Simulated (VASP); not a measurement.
# Ge (Cmcm) in VASP: further runs

Runs on Ge. Level: PBEsol. Tasks: single point.

Everything below comes from runs of VASP 6.6.1. Logs are shortened: lines on timing, memory, paths and dates and some standing lists are left out, and cuts for length are marked.

### 1 The cell of the first run

The structure is orthorhombic, space group Cmcm (No. 63). The conventional cell has a = 3.824 Å, b = 7.248 Å, c = 13.145 Å, α = 90.00°, β = 90.00°, γ = 90.00°. Ge (site symmetry m) has 4 Ge at 2.41 to 2.55 Å within 3.2 Å. Ge (site symmetry m) has 4 Ge at 2.41 to 2.55 Å within 3.2 Å.

### 2 Single point, PBEsol (strain -0.0450 x Voigt [1, -1, 0, 0, 0, 0])

INCAR

```
SYSTEM = Ge
ALGO = Fast
EDIFF = 1E-6
ENCUT = 520
GGA = PS
ISIF = 2
ISMEAR = 0
KPAR = 4
LASPH = .True.
LCHARG = .True.
LREAL = .False.
LVHAR = .True.
LWAVE = .False.
NBANDS = 66
NELM = 60
PREC = Accurate
SIGMA = 0.15
```

KPOINTS

```
k-points
0
Gamma
  12 12 4
  0 0 0
```

POSCAR

```
Ge
1.0
    3.8239770942      0.0000000000      0.0000000000
   -1.9119885471      3.6237550428      0.0000000000
    0.0000000000      0.0000000000     13.1450496090
Ge
8
Direct
    0.0000000000      0.0000000000      0.4068073295
    0.0000000000      0.0000000000      0.5931926705
    0.0000000000      0.0000000000      0.9068073295
    0.0000000000      0.0000000000      0.0931926705
    0.3333333333      0.6666666667      0.3441392333
    0.6666666667      0.3333333333      0.6558607667
    0.6666666667      0.3333333333      0.8441392333
    0.3333333333      0.6666666667      0.1558607667
```

Potentials or basis: VASP PAW PBE potentials, release 64 (Ge_d).

Launch:

```sh
$ cat potpaw_PBE.64/Ge_d/POTCAR > POTCAR
$ mpirun -np 4 vasp_std > vasp.out
```

OUTCAR:

```text
SYSTEM = Ge
   EDIFF = 1E-6
   ENCUT = 520
   GGA = PS
   ISIF = 2
   ISMEAR = 0
   LASPH = .True.
   LREAL = .False.
   NELM = 60
   PREC = Accurate

 ion  position               nearest neighbor table
   1  0.000  0.000  0.407-   5 2.41   5 2.41   2 2.45   5 2.55
   2  0.000  0.000  0.593-   6 2.41   6 2.41   1 2.45   6 2.55
   3  0.000  0.000  0.907-   7 2.41   7 2.41   4 2.45   7 2.55
   4  0.000  0.000  0.093-   8 2.41   8 2.41   3 2.45   8 2.55
   5  0.333  0.667  0.344-   1 2.41   1 2.41   8 2.47   1 2.55
   6  0.667  0.333  0.656-   2 2.41   2 2.41   7 2.47   2 2.55
   7  0.667  0.333  0.844-   3 2.41   3 2.41   6 2.47   3 2.55
   8  0.333  0.667  0.156-   4 2.41   4 2.41   5 2.47   4 2.55

  LATTYP: Found a base centered orthorhombic cell.
 ALAT       =     3.8239770942
 B/A-ratio  =     1.8952807266
 C/A-ratio  =     3.4375335639

  Lattice vectors:

 A1 = (   1.9119885471,  -3.6237550428,   0.0000000000)
 A2 = (   1.9119885471,   3.6237550428,   0.0000000000)
 A3 = (   0.0000000000,   0.0000000000,  13.1450496090)

Analysis of symmetry for initial positions (statically):
=====================================================================
 Subroutine PRICEL returns:
 Original cell was already a primitive cell.

 Routine SETGRP: Setting up the symmetry group for a
 base centered orthorhombic supercell.

 Subroutine GETGRP returns: Found  8 space group operations
 (whereof  4 operations were pure point group operations)
 out of a pool of  8 trial point group operations.

The static configuration has the point symmetry C_2h.
 The point group associated with its full space group is D_2h.

Analysis of symmetry for dynamics (positions and initial velocities):
=====================================================================
 Subroutine PRICEL returns:
 Original cell was already a primitive cell.

 Routine SETGRP: Setting up the symmetry group for a
 base centered orthorhombic supercell.

 Subroutine GETGRP returns: Found  8 space group operations
 (whereof  4 operations were pure point group operations)
 out of a pool of  8 trial point group operations.

The dynamic configuration has the point symmetry C_2h.
 The point group associated with its full space group is D_2h.

 Subroutine INISYM returns: Found  8 space group operations
 (whereof  4 operations are pure point group operations),
 and found     1 'primitive' translations

----------------------------------------------------------------------------------------

                                     Primitive cell

  volume of cell :     182.1530

  direct lattice vectors                    reciprocal lattice vectors
     3.823977094  0.000000000  0.000000000     0.261507843  0.137978421  0.000000000
    -1.911988547  3.623755043  0.000000000     0.000000000  0.275956843  0.000000000
     0.000000000  0.000000000 13.145049609     0.000000000  0.000000000  0.076074266

  length of vectors
     3.823977094  4.097230872 13.145049609     0.295676168  0.275956843  0.076074266

  position of ions in fractional coordinates (direct lattice)
     0.000000000  0.000000000  0.406807329
     0.000000000  0.000000000  0.593192671
     0.000000000  0.000000000  0.906807329
     0.000000000  0.000000000  0.093192671
     0.333333333  0.666666667  0.344139233
     0.666666667  0.333333333  0.655860767
     0.666666667  0.333333333  0.844139233
     0.333333333  0.666666667  0.155860767

  ion indices of the primitive-cell ions
   primitive index   ion index
                 1           1
                 2           2
                 3           3
                 4           4
                 5           5
                 6           6
                 7           7
                 8           8

----------------------------------------------------------------------------------------

 KPOINTS: k-points

Automatic generation of k-mesh.
 Grid dimensions read from file:
 generate k-points for:   12   12    4

 Generating k-lattice:

  Cartesian coordinates                     Fractional coordinates (reciprocal lattice)
     0.021792320  0.011498202  0.000000000     0.083333333  0.000000000  0.000000000
     0.000000000  0.022996404  0.000000000     0.000000000  0.083333333  0.000000000
     0.000000000  0.000000000  0.019018566     0.000000000  0.000000000  0.250000000

  Length of vectors
     0.024639681  0.022996404  0.019018566

  Shift w.r.t. Gamma in fractional coordinates (k-lattice)
     0.000000000  0.000000000  0.000000000

 Subroutine IBZKPT returns following result:
 ===========================================

 Found    129 irreducible k-points:

 Following reciprocal coordinates:
            Coordinates               Weight
  0.000000  0.000000  0.000000      1.000000
  0.083333 -0.000000  0.000000      4.000000
  0.166667 -0.000000  0.000000      4.000000
  0.250000  0.000000  0.000000      4.000000
  0.333333 -0.000000  0.000000      4.000000
  0.416667  0.000000  0.000000      4.000000
[... 16 lines left out ...]
  0.333333  0.166667  0.000000      4.000000
  0.416667  0.166667  0.000000      4.000000
 [... further k-points ...]
   k-points           NKPTS =    129   k-points in BZ     NKDIM =    129   number of bands    NBANDS=     66
   number of dos      NEDOS =    301   number of ions     NIONS =      8
   total plane-waves  NPLWV =  82320
   dimension x,y,z NGX =    28 NGY =   30 NGZ =   98
   dimension x,y,z NGXF=    56 NGYF=   60 NGZF=  196
   ions per type =               8
   NGX,Y,Z   is equivalent  to a cutoff of  12.17, 12.17, 12.39 a.u.
   NGXF,Y,Z  is equivalent  to a cutoff of  24.35, 24.35, 24.79 a.u.
 SYSTEM =  Ge
   PREC   = accura    normal or accurate (medium, high low for compatibility)
   ISTART =      0    job   : 0-new  1-cont  2-samecut
   ICHARG =      2    charge: 1-file 2-atom 10-const
   ISPIN  =      1    spin polarized calculation?
   LNONCOLLINEAR =      F non collinear calculations
   LSORBIT =      F    spin-orbit coupling
   LASPH  =      T    aspherical Exc in radial PAW
   ENCUT  =  520.0 eV  38.22 Ry    6.18 a.u.   7.11  7.62 24.44*2*pi/ulx,y,z
   NELM   =     60;   NELMIN=  2; NELMDL= -5     # of ELM steps
   EDIFF  = 0.1E-05   stopping-criterion for ELM
   LREAL  =      F    real-space projection
   EDIFFG = 0.1E-04   stopping-criterion for IOM
   NSW    =      0    number of steps for IOM
   IBRION =     -1    ionic relax: 0-MD 1-quasi-New 2-CG
   NFREE  =      0    steps in history (QN), initial steepest desc. (CG)
   ISIF   =      2    stress and relaxation
   ISYM   =      2    0-nonsym 1-usesym 2-fastsym
   POTIM  = 0.5000    time-step for ionic-motion
   TEBEG  =    0.0;   TEEND  =   0.0 temperature during run
   PSTRESS=    0.0 pullay stress
   NELECT =     112.0000    total number of electrons
   NUPDOWN=      -1.0000    fix difference up-down
   EMIN   =  10.00;   EMAX   =-10.00  energy-range for DOS
   EFERMI =   0.00;   METHOD = LEGACY
   ISMEAR =     0;   SIGMA  =   0.15  broadening in eV -4-tet -1-fermi 0-gaus
   EFERMI_NEDOS =   21; number of points for ismear=-14 and -15
   IALGO  =     68    algorithm
   IMIX   =      4    mixing-type and parameters
     AMIX     =   0.40;   BMIX     =  1.00
     AMIX_MAG =   1.60;   BMIX_MAG =  1.00
  volume/ion in A,a.u.               =      22.77       153.65
  Fermi-wavevector in a.u.,A,eV,Ry     =   1.392095  2.630677 26.367100  1.937927
  Thomas-Fermi vector in A             =   2.515870
   LORBIT       =      0    0 simple, 1 ext, 2 COOP (PROOUT), +10 PAW based schemes
   GGA     = PS    functional components
   LHFCALC =     F    Hartree Fock is set to
   AEXX    =    0.0000 exact exchange contribution
   IVDW    =     0    specifies the selected vdW correction
   LEPSILON=     F    determine dielectric tensor
   LRPA    =     F    only Hartree local field effects (RPA)
 non-spin polarized calculation
 RMM-DIIS sequential band-by-band and
 Gauss-broadening in eV      SIGMA  =   0.15
  energy-cutoff  :      520.00
  volume of cell :      182.15
 maximum number of plane-waves:      4935
   NGX = 15   NGY = 15   NGZ = 49

 number of electron     112.0000065 magnetization

 Free energy of the ion-electron system (eV)
  ---------------------------------------------------
  ext. energy  EPLUGINS =         0.00000000
  ---------------------------------------------------
  free energy    TOTEN  =       -39.13549033 eV

  energy without entropy =      -39.13093295  energy(sigma->0) =      -39.13321164

 E-fermi :   4.8461     XC(G=0): -10.1023

 val. band max:        4.8343799105   @ k =   0.5000   0.0000   0.0000
 cond. band min:       4.8574609682   @ k =   0.0000   0.0000   0.5000
 fundamental gap:      0.0230810577
 Fermi energy:         4.8461413106

 k-point     1 :       0.0000    0.0000    0.0000
  band No.  band energies     occupation
      1     -20.0227      2.00000
      2     -20.0149      2.00000
      3     -20.0092      2.00000
      4     -19.9967      2.00000
      5     -19.9789      2.00000
      6     -19.9753      2.00000
[... 58 lines left out ...]
     65       8.5177      0.00000
     66       8.5926      0.00000

 k-point     2 :       0.0833   -0.0000    0.0000
  band No.  band energies     occupation
      1     -20.0247      2.00000
      2     -20.0149      2.00000
      3     -20.0100      2.00000
      4     -19.9958      2.00000
      5     -19.9799      2.00000
      6     -19.9762      2.00000
[... 58 lines left out ...]
     65       8.4061      0.00000
     66       8.7941      0.00000

 k-point     3 :       0.1667   -0.0000    0.0000
  band No.  band energies     occupation
      1     -20.0280      2.00000
      2     -20.0139      2.00000
      3     -20.0109      2.00000
      4     -19.9928      2.00000
      5     -19.9836      2.00000
      6     -19.9790      2.00000
[... 1438 lines left out ...]
     65       8.9442      0.00000
     66       9.7994      0.00000

 k-point    24 :       0.4167    0.1667    0.0000
  band No.  band energies     occupation
      1     -20.0208      2.00000
      2     -20.0114      2.00000
      3     -20.0077      2.00000
      4     -20.0051      2.00000
      5     -19.9958      2.00000
      6     -19.9922      2.00000
[... 58 lines left out ...]
     65       8.5803      0.00000
     66       9.9876      0.00000

 [... further k-points ...]

------------------------ aborting loop because EDIFF is reached ----------------------------------------

  FORCE on cell =-STRESS in cart. coord.  units (eV):
  Direction    XX          YY          ZZ          XY          YZ          ZX
  --------------------------------------------------------------------------------------
  -------------------------------------------------------------------------------------
  Total        7.5837910     -5.7977503     -0.0440509      0.0000000      0.0000000      0.0000000
  in kB       66.7053383    -50.9957219     -0.3874617      0.0000000      0.0000000      0.0000000
  external PRESSURE =       5.1073849 kB  Pullay stress =       0.0000000 kB

 VOLUME and BASIS-vectors are now :
 -----------------------------------------------------------------------------
  energy-cutoff  :      520.00
  volume of cell :      182.15
      direct lattice vectors                 reciprocal lattice vectors
     3.823977094  0.000000000  0.000000000     0.261507843  0.137978421  0.000000000
    -1.911988547  3.623755043  0.000000000     0.000000000  0.275956843  0.000000000
     0.000000000  0.000000000 13.145049609     0.000000000  0.000000000  0.076074266

 POSITION                                       TOTAL-FORCE (eV/Angst)
 -----------------------------------------------------------------------------------
      0.00000      0.00000      5.34750         0.000000      0.554223      0.068598
      0.00000      0.00000      7.79755         0.000000     -0.554223     -0.068598
      0.00000      0.00000     11.92003         0.000000     -0.554223      0.068598
      0.00000      0.00000      1.22502         0.000000      0.554223     -0.068598
     -0.00000      2.41584      4.52373        -0.000000     -0.563502     -0.060931
      1.91199      1.20792      8.62132         0.000000      0.563502      0.060931
      1.91199      1.20792     11.09625         0.000000      0.563502     -0.060931
     -0.00000      2.41584      2.04880        -0.000000     -0.563502      0.060931
 -----------------------------------------------------------------------------------
    total drift:                                0.000000      0.000000      0.000000

  FREE ENERGIE OF THE ION-ELECTRON SYSTEM (eV)
  ---------------------------------------------------
  free  energy   TOTEN  =       -39.1354903337 eV

  energy  without entropy=      -39.1309329504  energy(sigma->0) =      -39.13321164
```

It took 13 min on 4 MPI ranks of Oxide Virtual Turin-like, shared host; peak memory 0.97 GiB.

What came out:

- Free energy: -39.1355 eV
- Pressure: 0.5 GPa
- Largest force: 0.567 eV/Å
- Band gap on the k mesh: zero (bands 56 and 57 overlap by 0.24 eV)

Forces on the atoms (eV/Å):
```
Ge   0.000  0.554  0.069
Ge   0.000 -0.554 -0.069
Ge   0.000 -0.554  0.069
Ge   0.000  0.554 -0.069
Ge   0.000 -0.564 -0.061
Ge   0.000  0.564  0.061
Ge   0.000  0.564 -0.061
Ge   0.000 -0.564  0.061
```

Stress tensor (GPa, compression positive):
```
 6.67  0.00  0.00
 0.00 -5.10  0.00
 0.00  0.00 -0.04
```

Caveat: the cell differs from its parent crystal (strain -0.0450 x Voigt [1, -1, 0, 0, 0, 0]); the stress differs along the axes, from -5 to 7 GPa; semilocal functionals underestimate gaps, and a narrow one can read as zero; the PAW data sets were made with another functional, which shifts forces and pressure a little.

### 3 Single point, PBEsol (strain +0.0525 x Voigt [1, -1, 0, 0, 0, 0])

INCAR

```
  PREC = Accurate
  ENCUT = 520
  EDIFF = 1E-6
  ISMEAR = 0
  SIGMA = 0.15
  LREAL = False
  LASPH = True
  NELM = 60
  ALGO = Fast
  ISIF = 2
  LWAVE = False
  LCHARG = True
  GGA = PS
  LVHAR = True
  NBANDS = 66
  KPAR = 4
```

KPOINTS

```
regular mesh
0
Gamma
  12 12 4
```

POSCAR, as its differences from that of step 2:

```diff
@@ -2,4 +2,4 @@
 1.0
-    3.8239770942      0.0000000000      0.0000000000
-   -1.9119885471      3.6237550428      0.0000000000
+    4.2143831326      0.0000000000      0.0000000000
+   -2.1071915663      3.2856534957      0.0000000000
     0.0000000000      0.0000000000     13.1450496090
```

Potentials or basis: VASP PAW PBE potentials, release 64 (Ge_d).

Launch:

```sh
$ cat potpaw_PBE.64/Ge_d/POTCAR > POTCAR
$ mpirun -np 4 vasp_std > vasp.out
```

Wall time 12 min (4 MPI ranks of Oxide Virtual Turin-like, shared host); peak memory 0.98 GiB.

It converged, with:

```
Free energy            : -39.0128 eV
Pressure               : 0.7 GPa
Largest force          : 0.948 eV/Å
Band gap on the k mesh : zero (bands 56 and 57 overlap by 0.27 eV)
```

Forces on the atoms (eV/Å):
```
Ge   0.000 -0.926  0.115
Ge   0.000  0.926 -0.115
Ge   0.000  0.926  0.115
Ge   0.000 -0.926 -0.115
Ge   0.000  0.942 -0.108
Ge   0.000 -0.942  0.108
Ge   0.000 -0.942 -0.108
Ge   0.000  0.942  0.108
```

Stress tensor (GPa, compression positive):
```
-6.10  0.00  0.00
 0.00  8.26  0.00
 0.00  0.00  0.04
```

Levels at points of the mesh, in eV from the Fermi level:
```csv
k point,band 53,band 54,band 55,band 56,band 57,band 58,band 59,band 60
"(0.00, 0.00, 0.00)",-0.63,-0.04,-0.02,0.05,0.05,0.23,0.34,0.79
"(0.50, 0.00, 0.00)",-2.08,-1.99,-1.56,-0.99,0.46,0.55,1.02,1.84
"(0.00, 0.50, 0.00)",-2.84,-2.24,-1.85,-1.82,-0.16,0.02,0.05,0.89
"(0.00, 0.00, 0.50)",-0.31,-0.31,-0.17,-0.17,0.20,0.20,1.06,1.06
"(0.50, 0.00, 0.50)",-2.34,-2.34,-1.33,-1.33,1.05,1.05,1.69,1.69
"(0.00, 0.50, 0.50)",-2.53,-2.53,-2.20,-2.20,0.14,0.14,0.72,0.72
```

Caveat: the cell differs from its parent crystal (strain +0.0525 x Voigt [1, -1, 0, 0, 0, 0]); the stress differs along the axes, from -6 to 8 GPa; semilocal functionals underestimate gaps, and a narrow one can read as zero; the PAW data sets were made with another functional, which shifts forces and pressure a little.

The gap in the log of VASP goes by the Fermi energy; the results here count the filled bands.